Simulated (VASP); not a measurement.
## Al15Pt8 (a cell with a defect): single point with PBE

Al15Pt8 (a cell with a defect):

```
CELL_PARAMETERS angstrom
0.00000 5.90242 5.90242
5.90242 0.00000 5.90242
5.90242 5.90242 0.00000
ATOMIC_POSITIONS crystal
Pt 0.00084 0.00441 0.99484
Pt 0.00856 0.99188 0.49290
Pt 0.98095 0.51122 0.01225
Pt 0.00084 0.49382 0.50544
Pt 0.50158 0.02831 0.96948
Pt 0.50760 0.99188 0.49291
Pt 0.49651 0.51123 0.01225
Pt 0.50158 0.46845 0.52933
Al 0.12367 0.12986 0.11986
Al 0.37224 0.36994 0.37969
Al 0.12992 0.12004 0.62107
Al 0.35437 0.39559 0.89662
Al 0.11892 0.63104 0.13206
Al 0.57120 0.67872 0.17975
Al 0.12367 0.61884 0.63088
Al 0.37224 0.87866 0.87096
Al 0.62755 0.12986 0.11987
Al 0.87907 0.36994 0.37968
Al 0.64431 0.10565 0.60668
Al 0.87079 0.37917 0.88019
Al 0.88483 0.86513 0.36616
Al 0.62755 0.61884 0.63088
Al 0.87907 0.87866 0.87096
```

```json
{
 "Program": "VASP 6.6.1",
 "Task": "single point",
 "Functional": "PBE",
 "Potentials or basis": "VASP PAW PBE potentials, release 64 (Pt, Al)",
 "Cutoff": "520 eV",
 "k mesh": "2 × 2 × 2",
 "Occupations": "gaussian, width 0.1 eV",
 "Spin": "no spin polarisation"
}
```

- Pressure: 1.8 GPa
- Largest force: 0.941 eV/Å
- Band gap on the k mesh: zero (an odd number of electrons rules out a gap without spin polarisation)

Forces in eV/Å, atoms in the order of the input:
```
Pt   0.032  0.006 -0.006
Pt   0.080 -0.022 -0.022
Pt   0.052 -0.017 -0.017
Pt   0.032 -0.006  0.006
Pt   0.023  0.029 -0.027
Pt   0.082  0.024  0.024
Pt   0.052  0.015  0.015
Pt   0.023 -0.027  0.029
Al   0.047  0.010  0.009
Al   0.032 -0.013  0.005
Al   0.023  0.000  0.000
Al   0.043  0.000  0.000
Al  -0.018  0.000  0.000
Al  -0.941 -0.001 -0.001
Al   0.047  0.009  0.010
Al   0.032  0.005 -0.013
Al   0.046 -0.009 -0.009
Al   0.032 -0.005  0.012
Al   0.083 -0.001 -0.001
Al   0.060  0.000  0.000
Al   0.059  0.000  0.000
Al   0.046 -0.009 -0.009
Al   0.032  0.012 -0.005
```

Stress tensor (GPa, compression positive):
```
 2.28  0.00  0.00
 0.00  1.61 -1.01
 0.00 -1.01  1.61
```

Levels at points of the mesh, in eV from the Fermi level:
```csv
k point,band 60,band 61,band 62,band 63,band 64,band 65
"(0.00, 0.00, 0.00)",-0.87,-0.86,1.24,1.25,1.28,1.41
"(0.50, 0.00, 0.00)",-0.42,-0.32,-0.13,-0.06,-0.05,0.08
"(0.00, 0.50, 0.00)",-0.54,-0.34,-0.09,0.00,0.05,0.06
"(0.50, 0.50, 0.50)",-0.42,-0.32,-0.13,-0.06,-0.05,0.08
"(0.50, 0.50, 0.00)",-0.69,-0.56,-0.47,0.46,0.52,0.78
"(0.00, 0.50, 0.50)",-0.62,-0.57,-0.53,0.43,0.68,0.73
```

It took 14 min on 1 thread of Intel Xeon 8259CL, with other jobs on the host, peak memory 0.61 GiB.

Caveat: the k points lie up to 0.46 Å⁻¹ apart, too coarse for converged energies and pressures of a metal; spin-orbit coupling is left out, which moves the levels of the heavy elements.
